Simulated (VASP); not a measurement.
# Mg in VASP: a series of runs, part 2 of 2

VASP 6.6.1. The steps go on from the part before.

**3. Single point, PBEsol (atoms moved at random)**

The input, INCAR:

```
ALGO = Fast
EDIFF = 1E-7
ENCUT = 520
GGA = PS
ISIF = 2
ISMEAR = -1
LASPH = T
LCHARG = F
LREAL = F
LWAVE = F
NBANDS = 9
NELM = 80
PREC = Accurate
SIGMA = 0.05
```

The input, KPOINTS:

```
k-points
0
Gamma
  10 10 5
```

The input, POSCAR:

```
Mg
1.0
    3.2093000000      0.0000000000      0.0000000000
   -1.6046500000      2.7793353284      0.0000000000
    0.0000000000      0.0000000000      5.2103000000
Mg
2
Direct
    0.6716710000      0.3385810000      0.7543150000
    0.3365900000      0.6809960000      0.2431600000
```

Potentials or basis: VASP PAW PBE potentials, release 64 (Mg).

Command:

```
cat potpaw_PBE.64/Mg/POTCAR > POTCAR
mpirun -np 1 vasp_std > vasp.out
```

Wall time 63 s (1 thread of AMD EPYC 9R45 (Zen 5), shared host); peak memory 0.19 GiB.

The run converged. Its results:

| Item | Value |
| --- | --- |
| Free energy | -3.4321 eV |
| Pressure | -1.0 GPa |
| Largest force | 0.153 eV/Å |
| Band gap on the k mesh | zero (band 2 reaches 3.19 eV, above the bottom of band 3 at 1.29 eV) |

Forces in eV/Å, atoms in the order of the input:
```
Mg  -0.013  0.017 -0.152
Mg   0.013 -0.017  0.152
```

Stress tensor (GPa, compression positive):
```
-1.51  0.05  0.01
 0.05 -1.38 -0.02
 0.01 -0.02 -0.26
```

Levels at points of the mesh, in eV from the Fermi level:
| k point | band 1 | band 2 | band 3 | band 4 | band 5 | band 6 |
| --- | --- | --- | --- | --- | --- | --- |
| (0.00, 0.00, 0.00) | -6.90 | -1.69 | -1.27 | 10.82 | 10.83 | 10.91 |
| (0.50, 0.00, 0.00) | -2.15 | -2.15 | 2.62 | 2.99 | 3.22 | 3.63 |
| (0.00, 0.50, 0.00) | -2.15 | -2.15 | 2.63 | 2.97 | 3.23 | 3.63 |
| (0.50, 0.50, 0.00) | -2.15 | -2.14 | 2.61 | 3.00 | 3.19 | 3.65 |

Caveat: the cell differs from its parent crystal (atoms moved at random); the PAW data sets were made with another functional, which shifts forces and pressure a little.

**4. Single point, PBE**

This run uses another cell than the first one, of 23.24 Å³/atom, 0.943 times its volume.

The input, INCAR:

```
PREC = Accurate
ENCUT = 520
EDIFF = 1E-6
ISMEAR = 0
SIGMA = 0.024
LREAL = False
LASPH = True
NELM = 80
ALGO = Fast
ISIF = 2
LWAVE = False
LCHARG = False
GGA = PE
NBANDS = 9
```

The input, KPOINTS:

```
Automatic mesh
0
Gamma
  10 10 5
```

The input, POSCAR:

```
Mg
1.0
    3.2093000000      0.0000000000      0.0000000000
   -1.6046500000      2.7793353284      0.0000000000
    0.0000000000      0.0000000000      5.2103000000
Mg
2
Direct
    0.6666666667      0.3333333333      0.7500000000
    0.3333333333      0.6666666667      0.2500000000
```

Potentials or basis: VASP PAW PBE potentials, release 64 (Mg).

Command:

```
cat potpaw_PBE.64/Mg/POTCAR > POTCAR
mpirun -np 1 vasp_std > vasp.out
```

OUTCAR:

```text
PREC = Accurate
   ENCUT = 520
   EDIFF = 1E-6
   ISMEAR = 0
   LREAL = False
   LASPH = True
   NELM = 80
   ISIF = 2
   GGA = PE

 ion  position               nearest neighbor table
   1  0.667  0.333  0.750-   2 3.20   2 3.20   2 3.20   2 3.20   2 3.20   2 3.20
   2  0.333  0.667  0.250-   1 3.20   1 3.20   1 3.20   1 3.20   1 3.20   1 3.20

  LATTYP: Found a hexagonal cell.
 ALAT       =     3.2093000000
 C/A-ratio  =     1.6235004518

  Lattice vectors:

[... 478 lines left out ...]

------------------------ aborting loop because EDIFF is reached ----------------------------------------

  FORCE on cell =-STRESS in cart. coord.  units (eV):
  Direction    XX          YY          ZZ          XY          YZ          ZX
  --------------------------------------------------------------------------------------
  -------------------------------------------------------------------------------------
  Total       -0.2332580     -0.2332580     -0.0274301      0.0000000      0.0000000      0.0000000
  in kB       -8.0414266     -8.0414266     -0.9456350      0.0000000      0.0000000      0.0000000
  external PRESSURE =      -5.6761627 kB  Pullay stress =       0.0000000 kB

 VOLUME and BASIS-vectors are now :
 -----------------------------------------------------------------------------
  energy-cutoff  :      520.00
  volume of cell :       46.47
      direct lattice vectors                 reciprocal lattice vectors
     3.209300000  0.000000000  0.000000000     0.311594429  0.179899127  0.000000000
    -1.604650000  2.779335328  0.000000000     0.000000000  0.359798255  0.000000000
     0.000000000  0.000000000  5.210300000     0.000000000  0.000000000  0.191927528

 POSITION                                       TOTAL-FORCE (eV/Angst)
 -----------------------------------------------------------------------------------
      1.60465      0.92645      3.90773         0.000000     -0.000000      0.000000
     -0.00000      1.85289      1.30258        -0.000000      0.000000      0.000000
 -----------------------------------------------------------------------------------
    total drift:                                0.000000     -0.000000      0.000000

  FREE ENERGIE OF THE ION-ELECTRON SYSTEM (eV)
  ---------------------------------------------------
  free  energy   TOTEN  =        -2.9993204877 eV

  energy  without entropy=       -2.9985670054  energy(sigma->0) =       -2.99894375
```

It took 26 s on 1 thread of AMD EPYC 7R13, shared host; peak memory 0.13 GiB.

What came out:

| Item | Value |
| --- | --- |
| Free energy | -2.9993 eV |
| Pressure | -0.6 GPa |
| Band gap on the k mesh | zero (band 2 reaches 3.24 eV, above the bottom of band 3 at 1.33 eV) |

Stress tensor (GPa, compression positive):
```
-0.80  0.00  0.00
 0.00 -0.80  0.00
 0.00  0.00 -0.09
```

Levels at points of the mesh, in eV from the Fermi level:
| k point | band 1 | band 2 | band 3 | band 4 | band 5 |
| --- | --- | --- | --- | --- | --- |
| (0.00, 0.00, 0.00) | -6.87 | -1.66 | -1.24 | 10.87 | 10.87 |
| (0.50, 0.00, 0.00) | -2.12 | -2.12 | 2.65 | 3.02 | 3.25 |

**5. Single point, PBE**

This run uses another cell than the first one, of 23.24 Å³/atom, 0.943 times its volume.

The input, INCAR:

```
  ALGO = Normal
  EDIFF = 1E-6
  ENCUT = 520
  GGA = PE
  ISIF = 2
  ISMEAR = 0
  LASPH = T
  LCHARG = F
  LREAL = F
  LWAVE = F
  NBANDS = 9
  NELM = 80
  PREC = Accurate
  SIGMA = 0.05
```

The input, KPOINTS:

```
k-points
0
Gamma
  10 10 5
```

POSCAR is that of step 4.

Command:

```
cat potpaw_PBE.64/Mg/POTCAR > POTCAR
mpirun -np 1 vasp_std > vasp.out
```

Wall time 27 s (1 thread of AMD EPYC 7R13, shared host); peak memory 0.13 GiB.

Results (log left out):

| Quantity | Value |
| --- | --- |
| Free energy | -3.0004 eV |
| Pressure | -0.5 GPa |
| Band gap on the k mesh | zero (band 2 reaches 3.23 eV, above the bottom of band 3 at 1.33 eV) |

Stress tensor (GPa, compression positive):
```
-0.85  0.00  0.00
 0.00 -0.85  0.00
 0.00  0.00  0.10
```

Levels at points of the mesh, in eV from the Fermi level:
| k point | band 1 | band 2 | band 3 | band 4 | band 5 | band 6 |
| --- | --- | --- | --- | --- | --- | --- |
| (0.00, 0.00, 0.00) | -6.89 | -1.67 | -1.25 | 10.86 | 10.86 | 10.95 |
| (0.50, 0.00, 0.00) | -2.13 | -2.13 | 2.64 | 3.01 | 3.24 | 3.65 |

**6. Overview**

```csv
level,cell,smearing,gap on the mesh (eV),pressure (GPa)
PBEsol,"a = 3.272, b = 3.272, c = 5.312 Å, angles 90.0, 90.0, 120.0°, 2 atoms",fermi-dirac 0.05 eV,none,-2.8
PBEsol,"a = 3.209, b = 3.209, c = 5.210 Å, angles 90.0, 90.0, 120.0°, 2 atoms",fermi-dirac 0.05 eV,none,-1.0
PBE,"a = 3.209, b = 3.209, c = 5.210 Å, angles 90.0, 90.0, 120.0°, 2 atoms",gaussian 0.024 eV,none,-0.6
PBE,"a = 3.209, b = 3.209, c = 5.210 Å, angles 90.0, 90.0, 120.0°, 2 atoms",gaussian 0.05 eV,none,-0.5
```

Some of these runs hold the atoms at other places in the same cell, which the table doesn't show; runs alike in all that it shows share one row.

Alike in all rows: task single point; potentials or basis VASP PAW PBE potentials, release 64 (Mg); no spin polarisation; k mesh 10 × 10 × 5; cutoff (eV) 520.

Caveats: the PAW data sets were made with another functional, which shifts forces and pressure a little (some runs).

Absolute energies hang on the potentials; compare differences alone.
